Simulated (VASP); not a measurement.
# NaZnCl3 in VASP: a series of runs, part 2 of 2

VASP 6.6.1. Earlier steps stand in the parts before.

## Step 3: Single point, PBE

Input file INCAR:

```
PREC = Accurate ; ENCUT = 520
EDIFF = 1E-6 ; ISMEAR = -1
SIGMA = 0.0552 ; LREAL = Auto
LASPH = True ; NELM = 100
ALGO = Normal ; ISIF = 2
LWAVE = False ; LCHARG = False
GGA = PE ; ISYM = 0
NBANDS = 73
```

Input file KPOINTS:

```
regular mesh
0
Gamma
  1 1 1
```

Input file POSCAR:

```
NaZnCl3
1.0
    7.3746020000      0.0495700000      0.0246180000
    0.0495700000      7.3079440000      0.1589410000
    0.0246180000      0.1589410000      7.5744090000
Na Cl Zn
3 9 3
Direct
    0.6699602635      0.5150116019      0.8128432805
    0.8900262108      1.0016284981      0.0960760766
    0.7547247317      0.4595042912      0.2949815774
    0.2581057485      0.3399469439      0.9412893396
    0.4428282156      0.7703160170     -0.0133402280
    0.6705099339      0.2310986084      0.0421863069
    0.0887507075      0.6525367119      0.2184828278
    0.8767861371      0.3438585573      0.6038318047
    0.6453169085      0.8195076164      0.4078171945
    1.0184814632      0.7999268184      0.7307332961
    0.3985841056      0.4955678721      0.5234201907
    0.2558050575      0.0988441270      0.4059959274
    0.2047867608      0.6299045712      0.9160278904
    0.1741952627      0.2858827426      0.6141465522
    0.3286719167      0.7876423926      0.3998290936
```

Potentials or basis: VASP PAW PBE potentials, release 64 (Na_pv, Cl, Zn).

Run with:

```sh
cat potpaw_PBE.64/Na_pv/POTCAR potpaw_PBE.64/Cl/POTCAR potpaw_PBE.64/Zn/POTCAR > POTCAR
mpirun -np 1 vasp_gam > vasp.out
```

Run time: 55 s. Hardware: 1 thread of Intel Xeon 6975P-C (Granite Rapids), shared host; peak memory 0.38 GiB.

The run converged. Its results:

```yaml
Free_energy: -41.9445 eV
Pressure: 1.8 GPa
Largest_force: 1.866 eV/Å
Band_gap_on_the_k_mesh: 3.13 eV
```

Forces in eV/Å, atoms in the order of the input:
```
Na  -0.278  0.339  0.113
Na   0.682 -0.976  0.171
Na  -0.215  0.190 -0.084
Cl  -0.573 -1.413 -1.075
Cl   1.598  0.751  0.040
Cl  -0.202  0.889  0.225
Cl  -0.369  0.432  0.445
Cl   0.373 -0.499 -0.099
Cl  -0.198  0.148 -0.186
Cl   0.108 -0.193  0.538
Cl  -0.118 -0.048  0.354
Cl  -0.073 -0.843 -0.646
Zn  -1.126  0.719 -0.377
Zn  -0.055  0.529  0.915
Zn   0.448 -0.024 -0.334
```

Stress tensor (GPa, compression positive):
```
 1.85 -0.34 -0.30
-0.34  2.68 -0.14
-0.30 -0.14  0.81
```

Levels at points of the mesh, in eV from the valence-band top:
```
           k point  band 56  band 57  band 58  band 59  band 60  band 61  band 62  band 63  band 64  band 65
(0.00, 0.00, 0.00)    -0.48    -0.37    -0.24    -0.10     0.00     3.13     4.63     5.19     6.18     6.49
```

Caveat: the k points lie up to 0.86 Å⁻¹ apart.

## Step 4: Single point, PBE

Input file INCAR:

```
PREC     = Accurate       # precision mode
ENCUT    = 520            # plane-wave cutoff, eV
EDIFF    = 1E-6           # SCF threshold, eV
ISMEAR   = -1             # smearing method
SIGMA    = 0.0552         # smearing width, eV
LREAL    = Auto         
LASPH    = T              # aspherical terms in the spheres
NELM     = 80             # most SCF steps
ALGO     = Normal         # electronic algorithm
ISIF     = 2              # what is computed and relaxed
LWAVE    = F              # write WAVECAR
LCHARG   = F              # write CHGCAR
GGA      = PE             # functional
ISYM     = 0            
NBANDS   = 73             # bands
```

KPOINTS is that of step 3.

Input file POSCAR:

```
NaZnCl3
1.0
    7.3746020000      0.0495700000      0.0246180000
    0.0495700000      7.3079440000      0.1589410000
    0.0246180000      0.1589410000      7.5744090000
Na Cl Zn
3 9 3
Direct
    0.6885693235      0.5616510778      0.7854109035
    0.9359474182      1.0437937572      0.0656203306
    0.6972639708      0.4523870031      0.2389675436
    0.2281586897      0.3157813834      0.9012181123
    0.5030890929      0.7528525848      0.0398597184
    0.6666744297      0.2515437633      0.0072870625
    0.0853882042      0.6725726095      0.2228269625
    0.8531135556      0.3397542833      0.5581057433
    0.6725777112      0.8380273070      0.4290377749
    0.9850908403      0.7824051543      0.7462139655
    0.4163937619      0.4906435465      0.5331273823
    0.1772739415      0.0721489081      0.3847109986
    0.2302855114      0.6476460506      0.9192132773
    0.1570720089      0.2981612597      0.5759442291
    0.3804050431      0.7794935348      0.3419333055
```

Run with:

```sh
cat potpaw_PBE.64/Na_pv/POTCAR potpaw_PBE.64/Cl/POTCAR potpaw_PBE.64/Zn/POTCAR > POTCAR
mpirun -np 1 vasp_gam > vasp.out
```

It took 51 s on 1 thread of Intel Xeon 6975P-C (Granite Rapids), shared host; peak memory 0.37 GiB.

The run converged. Its results:

| Item | Value |
| --- | --- |
| Free energy | -42.0492 eV |
| Pressure | -0.3 GPa |
| Largest force | 1.572 eV/Å |
| Band gap on the k mesh | 2.96 eV |

Forces on the atoms (eV/Å):
```
Na   0.181 -0.159 -0.242
Na   0.242 -0.271  0.061
Na   0.191  0.691  1.153
Cl  -0.400  0.529 -0.580
Cl  -0.662 -0.171 -0.733
Cl   0.070 -0.384 -0.596
Cl   0.595  0.017 -0.461
Cl   0.566 -0.171 -0.021
Cl  -0.710  0.119 -0.190
Cl   1.156 -0.181  1.050
Cl  -0.689  0.161 -0.272
Cl   0.638 -0.516 -0.264
Zn  -1.021 -0.299  0.219
Zn  -0.058  0.388  0.541
Zn  -0.097  0.247  0.335
```

Stress tensor (GPa, compression positive):
```
-0.82 -0.30 -1.06
-0.30 -0.29  0.50
-1.06  0.50  0.28
```

Levels at points of the mesh, in eV from the valence-band top:
| k point | band 56 | band 57 | band 58 | band 59 | band 60 | band 61 | band 62 | band 63 | band 64 | band 65 |
| --- | --- | --- | --- | --- | --- | --- | --- | --- | --- | --- |
| (0.00, 0.00, 0.00) | -0.50 | -0.35 | -0.22 | -0.10 | 0.00 | 2.96 | 3.95 | 4.74 | 6.15 | 6.35 |

Caveat: the k points lie up to 0.86 Å⁻¹ apart.

## Step 5: Single point, PBE

Input file INCAR:

```
PREC     = Accurate       # precision mode
ENCUT    = 520            # plane-wave cutoff, eV
EDIFF    = 1E-6           # SCF threshold, eV
ISMEAR   = -1             # smearing method
SIGMA    = 0.0552         # smearing width, eV
LREAL    = Auto         
LASPH    = True           # aspherical terms in the spheres
NELM     = 60             # most SCF steps
ALGO     = Normal         # electronic algorithm
ISIF     = 2              # what is computed and relaxed
LWAVE    = False          # write WAVECAR
LCHARG   = False          # write CHGCAR
GGA      = PE             # functional
NBANDS   = 73             # bands
ISYM     = 0
```

Input file KPOINTS:

```
Automatic mesh
0
Gamma
  1 1 1
```

Input file POSCAR:

```
NaZnCl3
1.0
    7.3746020000      0.0495700000      0.0246180000
    0.0495700000      7.3079440000      0.1589410000
    0.0246180000      0.1589410000      7.5744090000
Na Cl Zn
3 9 3
Direct
    0.6888044858      0.5695233961      0.7860015736
    0.8871389339      0.9934201381      0.1744092805
    0.6282943295      0.4801136277      0.2871942762
    0.2364741840      0.2480265806      0.9136133111
    0.4509295023      0.7428647970     -0.0156152983
    0.6861501523      0.2819864057      0.0367474418
    0.0332586903      0.6338479051      0.2149059838
    0.8268365793      0.2944485796      0.5661911029
    0.6011782344      0.8109824708      0.4283609229
    0.9928497768      0.7577638781      0.7561010074
    0.3228215490      0.5134047001      0.5730801865
    0.1901743519      0.0767083594      0.3829072584
    0.1863875611      0.5978914879      0.9508261357
    0.1177035738      0.2627324108      0.6241101347
    0.2992833567      0.7813807337      0.3979330674
```

Potentials or basis: VASP PAW PBE potentials, release 64 (Na_pv, Cl, Zn).

Run with:

```sh
cat potpaw_PBE.64/Na_pv/POTCAR potpaw_PBE.64/Cl/POTCAR potpaw_PBE.64/Zn/POTCAR > POTCAR
mpirun -np 1 vasp_gam > vasp.out
```

OUTCAR:

```text
PREC = Accurate
   ENCUT = 520
   EDIFF = 1E-6
   ISMEAR = -1
   LREAL = Auto
   LASPH = True
   NELM = 60
   ISIF = 2
   GGA = PE
   ISYM = 0

 ion  position               nearest neighbor table
   1  0.689  0.570  0.786-   5 2.65  10 2.65
   2  0.887  0.993  0.174-
   3  0.628  0.480  0.287-   6 2.47   9 2.69
   4  0.236  0.248  0.914-  14 2.36  13 2.61
[... 253 lines left out ...]
 -----------------------------------------------------------------------------
  energy-cutoff  :      520.00
  volume of cell :      408.00
      direct lattice vectors                 reciprocal lattice vectors
     7.374602000  0.049570000  0.024618000     0.135608067 -0.000910663 -0.000421638
     0.049570000  7.307944000  0.158941000    -0.000910663  0.136905986 -0.002869868
     0.024618000  0.158941000  7.574409000    -0.000421638 -0.002869868  0.132085093

 POSITION                                       TOTAL-FORCE (eV/Angst)
 -----------------------------------------------------------------------------------
      5.12724      4.32112      6.06098        -0.027802     -0.305587     -0.087750
      6.59583      7.33156      1.50078        -0.285448      0.246287     -0.147594
      4.66429      3.58544      2.26710         0.099190      0.043014      0.218617
      1.77869      1.96950      6.96532        -0.722480      0.624531     -0.590270
      3.38648      5.60763      7.58531        -0.162571     -0.045442      0.302059
      5.07497      2.10059      0.34005         0.320386     -0.306821     -0.006821
      0.28198      4.66793      1.72935         0.384629      0.194341      0.373136
      6.12613      2.28279      4.35572        -0.127018      0.017888      0.001437
      4.48420      6.02450      3.38828         0.367850      0.311659     -0.151359
      7.37805      5.70709      5.87190         0.180088      0.005366      0.368864
      2.42024      3.85902      4.43029         0.090235     -0.294987     -0.340250
      1.41569      0.63087      2.91717         0.089855     -0.289826     -0.086938
      1.42758      4.52972      7.30156        -0.103291     -0.248114     -0.480369
      0.89640      2.02507      4.77192         0.201270      0.105850      0.641404
      2.25563      5.78837      3.14567        -0.304894     -0.058159     -0.014166
 -----------------------------------------------------------------------------------
    total drift:                               -0.005637     -0.002756      0.002811

  FREE ENERGIE OF THE ION-ELECTRON SYSTEM (eV)
  ---------------------------------------------------
  free  energy   TOTEN  =       -42.6480875131 eV

  energy  without entropy=      -42.6480875129  energy(sigma->0) =      -42.64808751
```

Run time: 45 s. Hardware: 1 thread of Intel Xeon 6975P-C (Granite Rapids), shared host; peak memory 0.37 GiB.

What came out:

```
Free energy            : -42.6481 eV
Pressure               : 0.4 GPa
Largest force          : 1.123 eV/Å
Band gap on the k mesh : 2.68 eV
```

Forces in eV/Å, atoms in the order of the input:
```
Na  -0.028 -0.306 -0.088
Na  -0.285  0.246 -0.148
Na   0.099  0.043  0.219
Cl  -0.722  0.625 -0.590
Cl  -0.163 -0.045  0.302
Cl   0.320 -0.307 -0.007
Cl   0.385  0.194  0.373
Cl  -0.127  0.018  0.001
Cl   0.368  0.312 -0.151
Cl   0.180  0.005  0.369
Cl   0.090 -0.295 -0.340
Cl   0.090 -0.290 -0.087
Zn  -0.103 -0.248 -0.480
Zn   0.201  0.106  0.641
Zn  -0.305 -0.058 -0.014
```

Stress tensor (GPa, compression positive):
```
 0.87 -0.06 -0.89
-0.06 -0.68  0.23
-0.89  0.23  0.98
```

Levels at points of the mesh, in eV from the valence-band top:
```tsv
k point	band 56	band 57	band 58	band 59	band 60	band 61	band 62	band 63	band 64	band 65
(0.00, 0.00, 0.00)	-0.99	-0.94	-0.51	-0.31	0.00	2.68	4.14	4.51	5.63	5.83
```

Caveat: the k points lie up to 0.86 Å⁻¹ apart.
